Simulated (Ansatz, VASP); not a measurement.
**BAs in VASP and in Ansatz**

```
CELL_PARAMETERS angstrom
0.00000 2.31101 2.31101
2.31101 0.00000 2.31101
2.31101 2.31101 0.00000
ATOMIC_POSITIONS crystal
B 0.50000 0.50000 0.50000
As 0.00000 0.00000 0.00000
```

Change from the starting cell: species swapped into the CdO type (Fm-3m, No. 225).

Alike in both runs: functional PBE; k mesh 7 × 7 × 7; occupations gaussian, width 0.2 eV; no spin polarisation.

Ansatz relaxed the structure, and its values are those at the end. VASP's run is a single point on that final structure, the one shown.

|  | VASP | Ansatz |
| --- | --- | --- |
| version | VASP 6.6.1 | Ansatz 0.2.0 |
| potentials or method | VASP PAW PBE potentials, release 64 (B, As), cutoff 500 eV | scalar-relativistic, plane waves, PAW |
| valence electrons in the cell | 8 | 18 |

VASP gave:

- gap on the k mesh at the Fermi level (eV): none
- pressure (GPa): 0.1

Q: Estimate Ansatz's values.

A: gap on the k mesh at the Fermi level (eV): none; pressure (GPa): -0.2.

A gap of «none» marks a metal or a gap that the smearing closes. VASP's potentials hold 8 valence electrons a cell and Ansatz's 18, so a difference there can come from the potentials and not from the codes.
